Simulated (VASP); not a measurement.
# SnC2 (Pnnm) in VASP: a series of runs, part 2 of 2

VASP 6.6.1.

**3. Relaxation of cell and atoms, PBE**

This run uses another cell than the first one, of 14.34 Å³/atom.

The input, INCAR:

```
PREC = Accurate
ENCUT = 600
EDIFF = 1E-6
ISMEAR = 0
SIGMA = 0.1
LREAL = F
LASPH = T
NELM = 80
ALGO = Normal
ISIF = 3
LWAVE = F
LCHARG = F
GGA = PE
IBRION = 2
NSW = 90
EDIFFG = -0.04
```

The input, KPOINTS:

```
regular mesh
0
Gamma
  4 4 6
```

The input, POSCAR:

```
SnC2
1.0
    4.9876889098      0.0000000000      0.0000000000
    0.0000000000      5.1395576426      0.0000000000
    0.0000000000      0.0000000000      3.3570983047
Sn C
2 4
Direct
    0.5000000000      0.5000000000      0.5000000000
    0.0000000000      0.0000000000      0.0000000000
    0.2250000000      0.8250000000      0.5000000000
    0.7250000000      0.6750000000      0.0000000000
    0.7750000000      0.1750000000      0.5000000000
    0.2750000000      0.3250000000      0.0000000000
```

Potentials or basis: VASP PAW PBE potentials, release 64 (Sn_d, C).

Run with:

```bash
cat potpaw_PBE.64/Sn_d/POTCAR potpaw_PBE.64/C/POTCAR > POTCAR
mpirun -np 1 vasp_std > vasp.out
```

OUTCAR:

```text
PREC = Accurate
   ENCUT = 600
   EDIFF = 1E-6
   ISMEAR = 0
   LREAL = F
   LASPH = T
   NELM = 80
   ISIF = 3
   GGA = PE
   IBRION = 2
   NSW = 90
   EDIFFG = -0.04

 ion  position               nearest neighbor table
   1  0.500  0.500  0.500-   3 2.16   5 2.16   4 2.21   6 2.21   4 2.21   6 2.21
   2  0.000  0.000  0.000-   4 2.16   6 2.16   5 2.21   3 2.21   3 2.21   5 2.21
   3  0.225  0.825  0.500-   1 2.16   2 2.21   2 2.21
   4  0.725  0.675  0.000-   2 2.16   1 2.21   1 2.21
   5  0.775  0.175  0.500-   1 2.16   2 2.21   2 2.21
   6  0.275  0.325  0.000-   2 2.16   1 2.21   1 2.21

  LATTYP: Found a simple orthorhombic cell.
 ALAT       =     3.3570983047
 B/A-ratio  =     1.4857142857
 C/A-ratio  =     1.5309523809

  Lattice vectors:

 A1 = (   0.0000000000,   0.0000000000,   3.3570983047)
 A2 = (   4.9876889098,   0.0000000000,   0.0000000000)
 A3 = (   0.0000000000,   5.1395576426,   0.0000000000)

Analysis of symmetry for initial positions (statically):
=====================================================================
 Subroutine PRICEL returns:
 Original cell was already a primitive cell.

 Routine SETGRP: Setting up the symmetry group for a
 simple orthorhombic supercell.

 Subroutine GETGRP returns: Found  8 space group operations
 (whereof  4 operations were pure point group operations)
 out of a pool of  8 trial point group operations.

The static configuration has the point symmetry C_2h.
 The point group associated with its full space group is D_2h.

Analysis of symmetry for dynamics (positions and initial velocities):
=====================================================================
 Subroutine PRICEL returns:
 Original cell was already a primitive cell.

 Routine SETGRP: Setting up the symmetry group for a
 simple orthorhombic supercell.

 Subroutine GETGRP returns: Found  8 space group operations
 (whereof  4 operations were pure point group operations)
 out of a pool of  8 trial point group operations.

[... 144 lines left out ...]
  volume of cell :       86.06
 maximum number of plane-waves:      2910
 NGX is ok and might be reduce to    40
   NGX = 19   NGY = 21   NGZ = 13

--------------------------------------- Ionic step        1  -------------------------------------------

 number of electron      44.0000002 magnetization

 Free energy of the ion-electron system (eV)
  ---------------------------------------------------
  ext. energy  EPLUGINS =         0.00000000
  ---------------------------------------------------
  free energy    TOTEN  =       -28.02560689 eV

  energy without entropy =      -28.00805217  energy(sigma->0) =      -28.01682953

------------------------ aborting loop because EDIFF is reached ----------------------------------------

  FORCE on cell =-STRESS in cart. coord.  units (eV):
  Direction    XX          YY          ZZ          XY          YZ          ZX
  --------------------------------------------------------------------------------------
  -------------------------------------------------------------------------------------
  Total        3.1501376      4.7382592      8.0030038     -0.0000000      0.0000000      0.0000000
  in kB       58.6476950     88.2145523    148.9959440     -0.0000000      0.0000000      0.0000000
  external PRESSURE =      98.6193971 kB  Pullay stress =       0.0000000 kB
[... 101 lines left out ...]
  FREE ENERGIE OF THE ION-ELECTRON SYSTEM (eV)
  ---------------------------------------------------
  free  energy   TOTEN  =       -28.2725187756 eV

  energy  without entropy=      -28.2552075437  energy(sigma->0) =      -28.26386316

 E-fermi :  10.3161     XC(G=0): -11.8711

 val. band max:       10.2703036369   @ k =   0.5000   0.0000   0.1667
 cond. band min:      10.3247133980   @ k =   0.0000   0.2500   0.1667
 fundamental gap:      0.0544097611
 Fermi energy:        10.3160730882

 k-point     1 :       0.0000    0.0000    0.0000
  band No.  band energies     occupation
      1     -12.0864      2.00000
      2     -12.0706      2.00000
      3     -11.9041      2.00000
      4     -11.7359      2.00000
      5     -11.7157      2.00000
      6     -11.6156      2.00000
[... 685 lines left out ...]
     25      11.9292      0.00000
     26      11.9292      0.00000

 [... further k-points ...]

[... ionic steps 4 to 31 ...]

--------------------------------------- Ionic step       32  -------------------------------------------

 number of electron      44.0000045 magnetization

------------------------ aborting loop because EDIFF is reached ----------------------------------------
[... 75 lines left out ...]
--------------------------------------- Ionic step       34  -------------------------------------------

 number of electron      44.0000045 magnetization

 Free energy of the ion-electron system (eV)
  ---------------------------------------------------
  ext. energy  EPLUGINS =         0.00000000
  ---------------------------------------------------
  free energy    TOTEN  =       -37.46070227 eV

  energy without entropy =      -37.45165657  energy(sigma->0) =      -37.45617942

 E-fermi :   7.8427     XC(G=0): -10.8081

 val. band max:        7.8329830495   @ k =   0.0000   0.2500   0.0000
 cond. band min:       7.9009778866   @ k =   0.5000   0.0000   0.5000
 fundamental gap:      0.0679948371
 Fermi energy:         7.8426797703

 k-point     1 :       0.0000    0.0000    0.0000
  band No.  band energies     occupation
      1     -14.8800      2.00000
      2     -14.8777      2.00000
      3     -14.3067      2.00000
      4     -14.2694      2.00000
      5     -14.2554      2.00000
      6     -14.2342      2.00000
[... 720 lines left out ...]
  FREE ENERGIE OF THE ION-ELECTRON SYSTEM (eV)
  ---------------------------------------------------
  free  energy   TOTEN  =       -37.4607022746 eV

  energy  without entropy=      -37.4516565749  energy(sigma->0) =      -37.45617942

 reached required accuracy - stopping structural energy minimisation
```

OSZICAR:

```text
N       E                     dE             d eps       ncg     rms          rms(c)
DAV:   1     0.445056810291E+03    0.44506E+03   -0.23669E+04  1878   0.258E+03
DAV:   2     0.275911448658E+02   -0.41747E+03   -0.41188E+03  1984   0.598E+02
DAV:   3    -0.255786866651E+02   -0.53170E+02   -0.51739E+02  2212   0.187E+02
[... 337 lines left out ...]
DAV:   1    -0.374611245568E+02   -0.68722E-03   -0.19031E-02  2020   0.145E+00    0.113E-01
DAV:   2    -0.374608163251E+02    0.30823E-03   -0.92809E-04  2498   0.378E-01    0.614E-02
DAV:   3    -0.374606999390E+02    0.11639E-03   -0.27385E-04  2446   0.204E-01    0.128E-02
DAV:   4    -0.374607015618E+02   -0.16228E-05   -0.32446E-05  2204   0.490E-02    0.524E-03
DAV:   5    -0.374607022746E+02   -0.71278E-06   -0.16405E-06  1412   0.104E-02
  34 F= -.37460702E+02 E0= -.37456179E+02  d E =-.264706E-03
```

CONTCAR:

```text
SnC2
   1.00000000000000
     2.6235792059042655    0.0000000000000000    0.0000000000000000
     0.0000000000000001    6.0072915053863767    0.0000000000000000
     0.0000000000000000    0.0000000000000000    5.3304486599919008
  Sn              C
     2     4
Direct
     0.5000000000000000    0.5000000000000000    0.5000000000000000
     0.0000000000000000    0.0000000000000000    0.0000000000000000
     0.2526586588209027    0.9600148183924727    0.5000000000000000
     0.7526586588209029    0.5399851816075273    1.0000000000000000
     0.7473413411790971    0.0399851816075272    0.5000000000000000
     0.2473413411790973    0.4600148183924729    0.0000000000000000

  0.00000000E+00  0.00000000E+00  0.00000000E+00
  0.00000000E+00  0.00000000E+00  0.00000000E+00
  0.00000000E+00  0.00000000E+00  0.00000000E+00
  0.00000000E+00  0.00000000E+00  0.00000000E+00
  0.00000000E+00  0.00000000E+00  0.00000000E+00
  0.00000000E+00  0.00000000E+00  0.00000000E+00
```

Wall time 19 min (1 thread of Intel Xeon Platinum 8488C (Sapphire Rapids), shared host); peak memory 0.26 GiB.

What came out:

```
Free energy                           : -37.4607 eV
Relaxed volume                        : 14.00 Å³/atom
Relaxed cell                          : a = 2.624 Å, b = 6.007 Å, c = 5.330 Å, α = 90.00°, β = 90.00°, γ = 90.00°
Space group after relaxing (to 0.1 Å) : Pnnm (No. 58)
Energy gained by relaxing             : 1572.5 meV/atom
Ionic steps                           : 34
Pressure after relaxing               : 0.0 GPa
Largest force after relaxing          : 0.035 eV/Å
```

Forces in eV/Å, atoms in the order of the input:
```
Sn   0.000  0.000  0.000
Sn   0.000  0.000  0.000
C   -0.027  0.022  0.000
C   -0.027 -0.022  0.000
C    0.027 -0.022  0.000
C    0.027  0.022  0.000
```

Step by step:
| step | energy change (eV) | largest force (eV/Å) | pressure (GPa) | volume (Å³) |
| --- | --- | --- | --- | --- |
| 1 | 0.0000 | 0.3937 | 9.86 | 86.06 |
| 2 | -0.1833 | 0.3259 | -5.08 | 97.49 |
| 3 | -0.2469 | 0.3530 | -0.85 | 93.33 |
| 4 | -0.2883 | 0.3165 | -0.77 | 92.96 |
| 5 | -0.3868 | 0.4198 | -0.70 | 91.78 |
| 6 | -0.5983 | 0.9454 | -1.25 | 89.04 |
| 7 | -1.9970 | 1.1226 | -5.49 | 82.02 |
| 8 | -2.4208 | 17.4034 | 87.26 | 61.62 |
| 9 | -3.0712 | 0.6550 | -6.79 | 78.67 |
| 10 | -5.0323 | 1.6500 | 6.05 | 70.84 |
| 11 | -5.3818 | 6.6600 | 27.93 | 66.41 |
| 12 | -5.3500 | 3.5120 | 13.48 | 68.71 |
| 13 | -5.4579 | 5.0200 | 19.46 | 67.57 |
| 14 | -5.8498 | 4.3732 | 16.12 | 68.11 |
| 15 | -6.7808 | 2.7064 | 7.99 | 69.72 |
| 16 | -7.7994 | 0.1558 | -1.08 | 72.94 |
| 17 | -7.9320 | 2.4843 | -4.63 | 79.30 |
| 18 | -8.1389 | 1.4779 | -3.77 | 76.45 |
| 19 | -8.4935 | 1.9803 | -1.41 | 76.35 |
| 20 | -8.8149 | 2.5910 | 2.93 | 76.08 |
| 21 | -8.8254 | 2.7415 | 4.53 | 75.98 |
| 22 | -9.0994 | 1.6610 | 4.61 | 76.84 |
| 23 | -9.1465 | 1.1625 | 5.48 | 77.35 |
| 24 | -9.2928 | 1.0207 | 1.88 | 78.90 |
| 25 | -9.3194 | 1.1018 | -0.37 | 79.95 |
| 26 | -9.3719 | 0.2978 | -0.04 | 80.32 |
| 27 | -9.3769 | 0.3774 | 0.27 | 80.47 |
| 28 | -9.3941 | 0.2387 | 1.30 | 80.65 |
| 29 | -9.4028 | 0.0502 | 2.76 | 80.89 |
| 30 | -9.4143 | 0.1358 | 2.13 | 81.55 |
| 31 | -9.4291 | 0.4765 | 0.17 | 83.54 |
| 32 | -9.4345 | 0.1119 | -0.44 | 84.21 |
| 33 | -9.4348 | 0.0395 | -0.32 | 84.09 |
| 34 | -9.4351 | 0.0345 | -0.02 | 84.01 |

Final structure:
```xyz
6
Lattice="2.6236 0.0000 0.0000 0.0000 6.0073 0.0000 0.0000 0.0000 5.3304" Properties=species:S:1:pos:R:3 pbc="T T T"
Sn    1.3118    3.0036    2.6652
Sn    0.0000    0.0000    0.0000
C     0.6629    5.7671    2.6652
C     1.9747    3.2438    5.3304
C     1.9607    0.2402    2.6652
C     0.6489    2.7634    0.0000
```

Caveat: the highest band is partly filled, so the run has too few bands; a cell axis changed by over 15 % at a fixed basis, so the end point is rough; spin-orbit coupling is left out, which moves the levels of the heavy elements.

**4. Single point, PBE**

This run uses another cell than the first one, of 13.52 Å³/atom.

The input, INCAR:

```
ALGO = Normal ; EDIFF = 1E-6
ENCUT = 520 ; GGA = PE
ISIF = 2 ; ISMEAR = 0
LASPH = T ; LCHARG = F
LREAL = F ; LWAVE = F
NBANDS = 31 ; NELM = 100
PREC = Accurate ; SIGMA = 0.1
```

The input, KPOINTS:

```
k-points
0
Gamma
  10 8 12
```

The input, POSCAR:

```
SnC2
1.0
    4.3326953598      0.0000000000      0.0000000000
    0.0000000000      5.4296545536      0.0000000000
    0.0000000000      0.0000000000      3.4477882837
Sn C
2 4
Direct
    0.5000000000      0.5000000000      0.5000000000
    0.0000000000      0.0000000000      0.0000000000
    0.3795540768      0.9250407666      0.5000000000
    0.8795540768      0.5749592334      0.0000000000
    0.6204459232      0.0749592334      0.5000000000
    0.1204459232      0.4250407666      0.0000000000
```

Run with:

```bash
cat potpaw_PBE.64/Sn_d/POTCAR potpaw_PBE.64/C/POTCAR > POTCAR
mpirun -np 1 vasp_std > vasp.out
```

Wall time 4.7 min (1 thread of Intel Xeon Platinum 8488C (Sapphire Rapids), shared host); peak memory 0.48 GiB.

It converged, with:

| Quantity | Value |
| --- | --- |
| Free energy | -38.4108 eV |
| Pressure | 0.1 GPa |
| Largest force | 0.074 eV/Å |
| Band gap on the k mesh | zero (bands 22 and 23 overlap by 3.61 eV) |

Forces on the atoms (eV/Å):
```
Sn   0.000  0.000  0.000
Sn   0.000  0.000  0.000
C   -0.058 -0.046  0.000
C   -0.058  0.046  0.000
C    0.058  0.046  0.000
C    0.058 -0.046  0.000
```

Stress tensor (GPa, compression positive):
```
 0.23  0.00  0.00
 0.00  0.16  0.00
 0.00  0.00 -0.05
```

Levels at points of the mesh, in eV from the Fermi level:
| k point | band 19 | band 20 | band 21 | band 22 | band 23 | band 24 | band 25 | band 26 |
| --- | --- | --- | --- | --- | --- | --- | --- | --- |
| (0.00, 0.00, 0.00) | -3.98 | -2.69 | -2.31 | 2.74 | 3.36 | 3.41 | 3.59 | 4.02 |
| (0.50, 0.00, 0.00) | -2.79 | -2.79 | -0.34 | -0.34 | 1.51 | 1.51 | 3.72 | 3.72 |
| (0.00, 0.50, 0.00) | -2.78 | -2.78 | -2.24 | -2.24 | 3.32 | 3.32 | 3.57 | 3.57 |
| (0.50, 0.50, 0.00) | -2.65 | -2.65 | 0.13 | 0.13 | 1.09 | 1.09 | 2.10 | 2.10 |
| (0.00, 0.00, 0.50) | -4.26 | -4.26 | -1.53 | -1.53 | -0.49 | -0.49 | 3.09 | 3.09 |
| (0.50, 0.00, 0.50) | -4.91 | -4.91 | -2.18 | -2.18 | 2.46 | 2.46 | 5.44 | 5.44 |
| (0.00, 0.50, 0.50) | -3.10 | -3.10 | -1.34 | -1.34 | -0.70 | -0.70 | 1.27 | 1.27 |
| (0.50, 0.50, 0.50) | -3.24 | -3.24 | -1.34 | -1.34 | 1.43 | 1.43 | 3.77 | 3.77 |

Caveat: spin-orbit coupling is left out, which moves the levels of the heavy elements.

**5. Summary**

```csv
task,potentials or basis,cell,k mesh,cutoff (eV),gap on the mesh (eV),pressure (GPa),largest force (eV/Å)
single point,"VASP PAW PBE potentials, release 64 (Sn_d, C_h)","a = 4.337, b = 5.417, c = 3.489 Å, 6 atoms, atomic positions A",4 × 4 × 6,910,none,-0.1,0.02
relaxation of cell and atoms,"VASP PAW PBE potentials, release 64 (Sn_d, C)","relaxed from a = 4.988, b = 5.140, c = 3.357 Å, 6 atoms, atomic positions B",4 × 4 × 6,600,-,0.0,0.03
single point,"VASP PAW PBE potentials, release 64 (Sn_d, C)","a = 4.333, b = 5.430, c = 3.448 Å, 6 atoms, atomic positions A",10 × 8 × 12,520,none,0.1,0.07
```

Alike in all rows: level PBE; no spin polarisation; smearing gaussian 0.1 eV.

Caveats: some runs use coarse meshes; spin-orbit coupling is left out, which moves the levels of the heavy elements; the cutoff is under 1.25 times the usual one of these potentials, so pressure, stress and relaxed cells hold a basis-set (Pulay) error (at least some runs); the highest band is partly filled, so the run has too few bands (at least some runs); a cell axis changed by over 15 % at a fixed basis, so the end point is rough (at least some runs).

Total energies depend on the potentials used, so only differences within one code and one set of settings carry meaning.
